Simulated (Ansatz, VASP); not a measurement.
**MgO in VASP and in Ansatz**

Contents of POSCAR:

```
MgO
1.0
    2.9230552965      0.0000000000      0.0000000000
   -1.4615276482      2.5314401434      0.0000000000
    0.0000000000      0.0000000000      5.0921016473
Mg O
2 2
Direct
    0.0000000000      0.0000000000      0.0000000000
    0.0000000000      0.0000000000      0.5000000000
    0.3333333333      0.6666666667      0.2500000000
    0.6666666667      0.3333333333      0.7500000000
```

File INCAR.step1:

```
PREC     = Accurate       # precision mode
ENCUT    = 520            # plane-wave cutoff, eV
EDIFF    = 1E-5           # SCF threshold, eV
ISMEAR   = 0              # smearing method
SIGMA    = 0.01           # smearing width, eV
LREAL    = False          # projectors in reciprocal space
LASPH    = True           # aspherical terms in the spheres
NELM     = 60             # most SCF steps
ALGO     = Normal         # electronic algorithm
ISIF     = 2              # what is computed and relaxed
LWAVE    = True           # write WAVECAR
LCHARG   = False          # write CHGCAR
NBANDS   = 16             # bands
GGA      = PE             # functional
```

The input INCAR.step2:

```
PREC     = Accurate       # precision mode
ENCUT    = 520            # plane-wave cutoff, eV
EDIFF    = 1E-6           # SCF threshold, eV
ISMEAR   = 0              # smearing method
SIGMA    = 0.01           # smearing width, eV
LREAL    = False          # projectors in reciprocal space
LASPH    = True           # aspherical terms in the spheres
NELM     = 60             # most SCF steps
ALGO     = Normal         # electronic algorithm
ISIF     = 2              # what is computed and relaxed
LWAVE    = False          # write WAVECAR
LCHARG   = False          # write CHGCAR
GGA      = PE             # functional
LHFCALC  = True           # exact exchange
HFSCREEN = 0.2079         # screening, 1/A
PRECFOCK = Normal       
NBANDS   = 16             # bands
ISTART   = 1
```

The input KPOINTS:

```
Automatic mesh
0
Gamma
  6 6 2
```

Input for Ansatz:

```yaml
crystal:
  lattice:
    - [2.9230552965, 0.0, 0.0]
    - [-1.4615276482, 2.5314401434, 0.0]
    - [0.0, 0.0, 5.0921016473]
  atoms:
    - { symbol: Mg, position: [0.0, 0.0, 0.0] }
    - { symbol: Mg, position: [0.0, 0.0, 0.5] }
    - { symbol: O, position: [0.3333333333, 0.6666666667, 0.25] }
    - { symbol: O, position: [0.6666666667, 0.3333333333, 0.75] }
kpoints:
  mp_grid: { grid: [6, 6, 2] }
hamiltonian:
  xc: hse06
scf:
  occupations: { method: fixed }
  n_extra_bands: 5
  mixing: { beta: 0.05 }
  max_iter: 66
output:
  forces: true
  stress: true
  eigenvalues: true
```

Alike in both runs: task single point; functional HSE06; k mesh 6 × 6 × 2; no spin polarisation.

|  | VASP | Ansatz |
| --- | --- | --- |
| version | VASP 6.6.1 | Ansatz 0.2.0 |
| potentials or method | VASP PAW PBE potentials, release 64 (Mg, O) | plane waves |
| plane-wave cutoff (eV) | 520 | 420 |
| occupations | gaussian, width 0.01 eV | fixed |
| valence electrons in the cell | 16 | 32 |

```tsv
	VASP	Ansatz	Ansatz less VASP
gap on the k mesh at the Fermi level (eV)	6.16	6.21	+0.044
pressure (GPa)	-0.6	-0.3	+0.31
traceless stress, the component that is largest in VASP (GPa)	-0.05	-0.01	+0.046
```

VASP's potentials hold 16 valence electrons a cell and Ansatz's 32, so a difference there can come from the potentials and not from the codes. Ansatz's warnings: stress exchange threshold loose, stress scf threshold loose.

The k mesh is coarse, so the values compare programs but aren't converged.
